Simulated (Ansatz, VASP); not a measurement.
## Two plane-wave programs on Tc

```
Tc
1.0
     2.77606    0.00000    0.00000
    -1.38803    2.40414    0.00000
     0.00000    0.00000    4.45588
Tc
2
Cartesian
  1.3880 0.8014 3.3419
  0.0000 1.6028 1.1140
```

Alike in both runs: task single point; functional r2SCAN; k mesh 11 × 11 × 6; occupations fermi-dirac, width 0.05 eV; no spin polarisation.

```csv
,VASP,Ansatz
version,VASP 6.6.1,Ansatz 0.2.0
potentials or method,"VASP PAW PBE potentials, release 64 (Tc_pv)",Ansatz PAW earlier set
plane-wave cutoff (eV),520,500
valence electrons in the cell,26,30
```

```csv
,VASP,Ansatz,Ansatz less VASP
gap on the k mesh at the Fermi level (eV),none,none,-
pressure (GPa),-13.0,-13.3,-0.33
"traceless stress, the component that is largest in VASP (GPa)",0.23,0.14,-0.099
```

VASP's potentials were made for PBE, not for r2SCAN. A gap of «none» marks a metal or a gap that the smearing closes. VASP's potentials hold 26 valence electrons a cell and Ansatz's 30, so a difference there can come from the potentials and not from the codes.
